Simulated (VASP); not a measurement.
# Ti in VASP: relaxation of the atoms with PBEsol

Aim: the relaxation of the atoms of Ti with PBEsol.

All numbers are computed with VASP 6.6.1; they aren't measurements. Logs are shortened: lines on timing, memory, paths and dates and some standing lists are left out, and cuts for length are marked.

## 1. The cell of the first run

The cell holds a slab with vacuum, 4 atoms: a = 3.210 Å, b = 3.210 Å, c = 18.815 Å, α = 90.00°, β = 90.00°, γ = 90.00°.

## 2. Relaxation of the atoms, PBEsol

INCAR

```
SYSTEM = Ti
ALGO = Normal ; DIPOL = 0.5 0.5 0.500
EDIFF = 1E-6 ; EDIFFG = -0.03
ENCUT = 520 ; GGA = PS
IBRION = 2 ; IDIPOL = 3
ISIF = 2 ; ISMEAR = 0
LASPH = .TRUE. ; LCHARG = .FALSE.
LDIPOL = .TRUE. ; LREAL = .FALSE.
LWAVE = .FALSE. ; NELM = 60
NSW = 70 ; PREC = Accurate
SIGMA = 0.1
```

KPOINTS

```
k-points
0
G
  9 9 1
  0 0 0
```

POSCAR

```
Ti
1.0
    3.2102321090      0.0000000000      0.0000000000
    0.0000000000      3.2102321090      0.0000000000
    0.0000000000      0.0000000000     18.8153481634
Ti
4
Selective dynamics
Direct
    0.5000000000      0.5000000000      0.3720366979  F F F
    0.0000000000      0.0000000000      0.4573455660  F F F
    0.5000000000      0.5000000000      0.5426544340  T T T
    0.0000000000      0.0000000000      0.6279633021  T T T
```

Potentials or basis: VASP PAW PBE potentials, release 64 (Ti_sv).

Command:

```bash
$ cat potpaw_PBE.64/Ti_sv/POTCAR > POTCAR
$ mpirun -np 1 vasp_std > vasp.out
```

OUTCAR:

```text
SYSTEM = Ti
   EDIFF = 1E-6
   EDIFFG = -0.03
   ENCUT = 520
   GGA = PS
   IBRION = 2
   ISIF = 2
   ISMEAR = 0
   LASPH = .TRUE.
   LREAL = .FALSE.
   NELM = 60
   NSW = 70
   PREC = Accurate

 ion  position               nearest neighbor table
   1  0.500  0.500  0.372-   2 2.78   2 2.78   2 2.78   2 2.78
   2  0.000  0.000  0.457-   3 2.78   3 2.78   3 2.78   3 2.78   1 2.78   1 2.78   1 2.78   1 2.78

   3  0.500  0.500  0.543-   2 2.78   2 2.78   2 2.78   2 2.78   4 2.78   4 2.78   4 2.78   4 2.78

   4  0.000  0.000  0.628-   3 2.78   3 2.78   3 2.78   3 2.78

  LATTYP: Found a simple tetragonal cell.
 ALAT       =     3.2102321090
 C/A-ratio  =     5.8610553769

  Lattice vectors:

 A1 = (   3.2102321090,   0.0000000000,   0.0000000000)
 A2 = (   0.0000000000,   3.2102321090,   0.0000000000)
 A3 = (   0.0000000000,   0.0000000000,  18.8153481634)

Analysis of symmetry for initial positions (statically):
=====================================================================
 Subroutine PRICEL returns:
 Original cell was already a primitive cell.

 Routine SETGRP: Setting up the symmetry group for a
 simple tetragonal supercell.

 Subroutine GETGRP returns: Found 16 space group operations
 (whereof  8 operations were pure point group operations)
 out of a pool of 16 trial point group operations.

The static configuration has the point symmetry C_4v.
 The point group associated with its full space group is D_4h.

Analysis of symmetry for dynamics (positions and initial velocities):
=====================================================================
 Subroutine PRICEL returns:
 Original cell was already a primitive cell.

 Routine SETGRP: Setting up the symmetry group for a
 simple tetragonal supercell.

 Subroutine GETGRP returns: Found 16 space group operations
 (whereof  8 operations were pure point group operations)
 out of a pool of 16 trial point group operations.

The dynamic configuration has the point symmetry C_4v.
 The point group associated with its full space group is D_4h.

Analysis of constrained symmetry for selective dynamics:
=====================================================================
 Subroutine PRICEL returns:
 Original cell was already a primitive cell.

 Routine SETGRP: Setting up the symmetry group for a
 simple tetragonal supercell.

 Subroutine GETGRP returns: Found  8 space group operations
 (whereof  8 operations were pure point group operations)
 out of a pool of 16 trial point group operations.

The constrained configuration has the point symmetry C_4v.

 Subroutine INISYM returns: Found  8 space group operations
 (whereof  8 operations are pure point group operations),
 and found     1 'primitive' translations

----------------------------------------------------------------------------------------

                                     Primitive cell

  volume of cell :     193.9033

  direct lattice vectors                    reciprocal lattice vectors
     3.210232109  0.000000000  0.000000000     0.311503955  0.000000000  0.000000000
     0.000000000  3.210232109  0.000000000     0.000000000  0.311503955  0.000000000
     0.000000000  0.000000000 18.815348163     0.000000000  0.000000000  0.053148100

  length of vectors
     3.210232109  3.210232109 18.815348163     0.311503955  0.311503955  0.053148100

  position of ions in fractional coordinates (direct lattice)
     0.500000000  0.500000000  0.372036698
     0.000000000  0.000000000  0.457345566
     0.500000000  0.500000000  0.542654434
     0.000000000  0.000000000  0.627963302

  ion indices of the primitive-cell ions
   primitive index   ion index
                 1           1
                 2           2
                 3           3
                 4           4

----------------------------------------------------------------------------------------

 KPOINTS: k-points

Automatic generation of k-mesh.
 Grid dimensions read from file:
 generate k-points for:    9    9    1

 Generating k-lattice:

  Cartesian coordinates                     Fractional coordinates (reciprocal lattice)
     0.034611551  0.000000000  0.000000000     0.111111111  0.000000000  0.000000000
     0.000000000  0.034611551  0.000000000     0.000000000  0.111111111  0.000000000
     0.000000000  0.000000000  0.053148100     0.000000000  0.000000000  1.000000000

  Length of vectors
     0.034611551  0.034611551  0.053148100

  Shift w.r.t. Gamma in fractional coordinates (k-lattice)
     0.000000000  0.000000000  0.000000000

 Subroutine IBZKPT returns following result:
 ===========================================

 Found     15 irreducible k-points:

 Following reciprocal coordinates:
            Coordinates               Weight
  0.000000  0.000000  0.000000      1.000000
  0.111111  0.000000  0.000000      4.000000
  0.222222  0.000000  0.000000      4.000000
  0.333333  0.000000  0.000000      4.000000
  0.444444  0.000000  0.000000      4.000000
  0.111111  0.111111  0.000000      4.000000
  0.222222  0.111111  0.000000      8.000000
  0.333333  0.111111  0.000000      8.000000
  0.444444  0.111111  0.000000      8.000000
  0.222222  0.222222  0.000000      4.000000
  0.333333  0.222222  0.000000      8.000000
  0.444444  0.222222  0.000000      8.000000
  0.333333  0.333333  0.000000      4.000000
  0.444444  0.333333  0.000000      8.000000
  0.444444  0.444444  0.000000      4.000000
   k-points           NKPTS =     15   k-points in BZ     NKDIM =     15   number of bands    NBANDS=     28
   number of dos      NEDOS =    301   number of ions     NIONS =      4
   total plane-waves  NPLWV =  80640
   dimension x,y,z NGX =    24 NGY =   24 NGZ =  140
   dimension x,y,z NGXF=    48 NGYF=   48 NGZF=  280
   ions per type =               4
   NGX,Y,Z   is equivalent  to a cutoff of  12.43, 12.43, 12.37 a.u.
   NGXF,Y,Z  is equivalent  to a cutoff of  24.86, 24.86, 24.74 a.u.
 SYSTEM =  Ti
   PREC   = accura    normal or accurate (medium, high low for compatibility)
   ISTART =      0    job   : 0-new  1-cont  2-samecut
   ICHARG =      2    charge: 1-file 2-atom 10-const
   ISPIN  =      1    spin polarized calculation?
   LNONCOLLINEAR =      F non collinear calculations
   LSORBIT =      F    spin-orbit coupling
   LASPH  =      T    aspherical Exc in radial PAW
   ENCUT  =  520.0 eV  38.22 Ry    6.18 a.u.   5.97  5.97 34.98*2*pi/ulx,y,z
   NELM   =     60;   NELMIN=  2; NELMDL= -5     # of ELM steps
   EDIFF  = 0.1E-05   stopping-criterion for ELM
   LREAL  =      F    real-space projection
   EDIFFG = -.3E-01   stopping-criterion for IOM
   NSW    =     70    number of steps for IOM
   IBRION =      2    ionic relax: 0-MD 1-quasi-New 2-CG
   NFREE  =      1    steps in history (QN), initial steepest desc. (CG)
   ISIF   =      2    stress and relaxation
   ISYM   =      2    0-nonsym 1-usesym 2-fastsym
   POTIM  = 0.5000    time-step for ionic-motion
   TEBEG  =    0.0;   TEEND  =   0.0 temperature during run
   PSTRESS=    0.0 pullay stress
   NELECT =      48.0000    total number of electrons
   NUPDOWN=      -1.0000    fix difference up-down
   EMIN   =  10.00;   EMAX   =-10.00  energy-range for DOS
   EFERMI =   0.00;   METHOD = LEGACY
   ISMEAR =     0;   SIGMA  =   0.10  broadening in eV -4-tet -1-fermi 0-gaus
   EFERMI_NEDOS =   21; number of points for ismear=-14 and -15
   IALGO  =     38    algorithm
   IMIX   =      4    mixing-type and parameters
     AMIX     =   0.40;   BMIX     =  1.00
     AMIX_MAG =   1.60;   BMIX_MAG =  1.00
  volume/ion in A,a.u.               =      48.48       327.13
  Fermi-wavevector in a.u.,A,eV,Ry     =   1.027922  1.942491 14.376240  1.056624
  Thomas-Fermi vector in A             =   2.161892
   LORBIT       =      0    0 simple, 1 ext, 2 COOP (PROOUT), +10 PAW based schemes
   GGA     = PS    functional components
   LHFCALC =     F    Hartree Fock is set to
   AEXX    =    0.0000 exact exchange contribution
   IVDW    =     0    specifies the selected vdW correction
   LEPSILON=     F    determine dielectric tensor
   LRPA    =     F    only Hartree local field effects (RPA)
 conjugate gradient relaxation of ions
 non-spin polarized calculation
 Gauss-broadening in eV      SIGMA  =   0.10
  energy-cutoff  :      520.00
  volume of cell :      193.90
 maximum number of plane-waves:      5275
 NGX is ok and might be reduce to    24
   NGX = 11   NGY = 11   NGZ = 69

--------------------------------------- Ionic step        1  -------------------------------------------

 number of electron      47.9999990 magnetization

 Free energy of the ion-electron system (eV)
  ---------------------------------------------------
  ext. energy  EPLUGINS =         0.00000000
  ---------------------------------------------------
  free energy    TOTEN  =       -30.68376022 eV

  energy without entropy =      -30.64428453  energy(sigma->0) =      -30.66402237

------------------------ aborting loop because EDIFF is reached ----------------------------------------

  FORCE on cell =-STRESS in cart. coord.  units (eV):
  Direction    XX          YY          ZZ          XY          YZ          ZX
  --------------------------------------------------------------------------------------
  -------------------------------------------------------------------------------------
  Total       -4.6526553     -4.6526553     -2.3448379      0.0000000      0.0000000      0.0000000
  in kB      -38.4438018    -38.4438018    -19.3748467      0.0000000      0.0000000      0.0000000
  external PRESSURE =     -32.0874834 kB  Pullay stress =       0.0000000 kB
[... 289 lines left out ...]
  FREE ENERGIE OF THE ION-ELECTRON SYSTEM (eV)
  ---------------------------------------------------
  free  energy   TOTEN  =       -30.7259893165 eV

  energy  without entropy=      -30.6885808483  energy(sigma->0) =      -30.70728508

 dipolmoment           0.000000      0.000000     -0.031095 electrons x Angstroem

--------------------------------------- Ionic step        9  -------------------------------------------

 number of electron      47.9999993 magnetization

 dipolmoment           0.000000      0.000000      0.000661 electrons x Angstroem

 Free energy of the ion-electron system (eV)
  ---------------------------------------------------
  ext. energy  EPLUGINS =         0.00000000
  ---------------------------------------------------
  free energy    TOTEN  =       -30.73196061 eV

  energy without entropy =      -30.69203669  energy(sigma->0) =      -30.71199865

 E-fermi :   0.8275     XC(G=0):  -5.1673

 val. band max:        0.8271285908   @ k =   0.3333   0.2222   0.0000
 cond. band min:       0.8698655754   @ k =   0.2222   0.2222   0.0000
 fundamental gap:      0.0427369846
 Fermi energy:         0.8274948773

 k-point     1 :       0.0000    0.0000    0.0000
  band No.  band energies     occupation
      1     -55.9396      2.00000
      2     -55.8031      2.00000
      3     -55.1700      2.00000
      4     -54.9662      2.00000
      5     -32.4037      2.00000
      6     -32.2668      2.00000
[... 487 lines left out ...]
  FREE ENERGIE OF THE ION-ELECTRON SYSTEM (eV)
  ---------------------------------------------------
  free  energy   TOTEN  =       -30.7319606136 eV

  energy  without entropy=      -30.6920366883  energy(sigma->0) =      -30.71199865

 reached required accuracy - stopping structural energy minimisation

 vacuum level on the upper side and lower side of the slab         4.008         3.971
```

Wall time 15 min (1 thread of Intel Xeon Platinum 8259CL at 2.50GHz (Skylake/Cascade Lake), shared host); peak memory 0.3 GiB.

What came out:

* Free energy: -30.7320 eV
* Energy gained by relaxing: 12.1 meV/atom
* Ionic steps: 9
* Band gap on the k mesh: zero (bands 24 and 25 overlap by 0.55 eV)

Step by step:
```csv
step,energy change (eV),largest force on free atoms (eV/Å),pressure (GPa)
1,0.0000,0.6026,-3.21
2,-0.0182,0.3717,-3.03
3,-0.0244,0.2193,-2.83
4,-0.0245,0.2013,-2.85
5,-0.0275,0.1893,-2.78
6,-0.0355,0.1519,-2.58
7,-0.0456,0.0745,-2.17
8,-0.0422,0.0866,-1.29
9,-0.0482,0.0163,-1.85
```

Final structure:
```
Ti
1.0
     3.21023    0.00000    0.00000
     0.00000    3.21023    0.00000
     0.00000    0.00000   18.81535
Ti
4
Cartesian
  1.6051 1.6051 7.0000
  0.0000 0.0000 8.6051
  1.6051 1.6051 10.1098
  0.0000 0.0000 11.5980
```

Levels at points of the mesh, in eV from the Fermi level:
```
           k point  band 21  band 22  band 23  band 24  band 25  band 26  band 27  band 28
(0.00, 0.00, 0.00)    -1.95    -0.93     0.21     0.34     0.71     0.96     0.96     1.10
```

Caveat: the PAW data sets were made with another functional, which shifts forces and pressure a little.

The gap in the log of VASP goes by the Fermi energy; the results here count the filled bands.